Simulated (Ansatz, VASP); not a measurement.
**Two plane-wave programs on Ta**

INCAR

```
ALGO = Normal ; EDIFF = 1E-7
EDIFFG = -0.01 ; ENCUT = 600
GGA = PE ; IBRION = 2
ISIF = 3 ; ISMEAR = 0
LASPH = True ; LCHARG = False
LREAL = False ; LWAVE = False
NELM = 100 ; NSW = 80
PREC = Accurate ; SIGMA = 0.05
```

File KPOINTS:

```
k-points
0
Gamma
  16 16 10
```

Contents of POSCAR:

```
Ta
1.0
    2.9486675574      0.0000000000      0.0000000000
   -1.4743337787      2.5536210121      0.0000000000
    0.0000000000      0.0000000000      4.8161570105
Ta
2
Direct
    0.3333333333      0.6666666667      0.7500000000
    0.6666666667      0.3333333333      0.2500000000
```

Input for Ansatz:

```yaml
crystal:
  lattice:
    - [2.9486675574, 0.0, 0.0]
    - [-1.4743337787, 2.5536210121, 0.0]
    - [0.0, 0.0, 4.8161570105]
  atoms:
    - { symbol: Ta, position: [0.3333333333, 0.6666666667, 0.75] }
    - { symbol: Ta, position: [0.6666666667, 0.3333333333, 0.25] }
basis:
  ecutwfc: 420
  ecutrho_ratio: 4
kpoints:
  mp_grid: { grid: [16, 16, 10] }
hamiltonian:
  xc: pbe
scf:
  occupations: { method: gaussian, width: 0.05 }
output:
  forces: true
  stress: true
  eigenvalues: true
relax:
  f_tol: 0.01
  max_steps: 60
  cell: { stress_tol: 0.04 }
```

Alike in both runs: task relaxation of cell and atoms; functional PBE; k mesh 16 × 16 × 10; occupations gaussian, width 0.05 eV; no spin polarisation.

```csv
,VASP,Ansatz
version,VASP 6.6.1,Ansatz 0.2.0
potentials or method,"VASP PAW PBE potentials, release 64 (Ta_pv), cutoff 600 eV","scalar-relativistic, plane waves, PAW"
valence electrons in the cell,22,26
```

Ansatz gave:

```
relaxed volume (Å³/atom)                                        : 18.73
relaxed length of the cell vector where the two differ most in proportion (Å) : 2.904
```

Question: Which values does VASP return?

Answer: Relaxed volume (Å³/atom): 18.74; relaxed length of the cell vector where the two differ most in proportion (Å): 2.904.

VASP's potentials hold 22 valence electrons a cell and Ansatz's 26, so a difference there can come from the potentials and not from the codes.

Neither program's run includes spin-orbit coupling.
